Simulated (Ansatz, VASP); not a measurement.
One calculation of HfZrS4, two programs

```
Zr Hf S
1.0
     6.35224    0.00000    0.00139
     0.00000    3.66869    0.00000
     0.00102    0.00000    6.78709
Zr Hf S
1 1 4
Cartesian
  3.1761 1.8343 0.0007
  0.0000 0.0000 0.0000
  5.3076 1.8343 1.4472
  2.1027 0.0000 1.4495
  4.2506 0.0000 5.3389
  1.0457 1.8343 5.3413
```

Alike in both runs: functional PBE; k mesh 4 × 8 × 4; occupations gaussian, width 0.02 eV; no spin polarisation.

Ansatz relaxed the structure, and its values are those at the end. VASP's run is a single point on that final structure, the one shown.

```csv
,VASP,Ansatz
version,VASP 6.6.1,Ansatz 0.2.0
potentials or method,"VASP PAW PBE potentials, release 64 (Zr_sv, Hf_pv, S), cutoff 520 eV","scalar-relativistic, plane waves, PAW"
valence electrons in the cell,46,62
```

|  | VASP | Ansatz | Ansatz less VASP |
| --- | --- | --- | --- |
| gap on the k mesh at the Fermi level (eV) | 1.14 | 1.14 | -0.006 |
| least direct gap on the mesh (eV) | 1.18 | 1.17 | -0.007 |
| pressure (GPa) | -0.2 | 0.0 | +0.26 |
| rms of the force components (eV/Å) | 0.021 | 0.001 | -0.0203 |

The functional is the same, so the differences come from potentials, cutoffs and numerics. VASP's potentials hold 46 valence electrons a cell and Ansatz's 62, so a difference there can come from the potentials and not from the codes.

Neither program's run includes spin-orbit coupling.
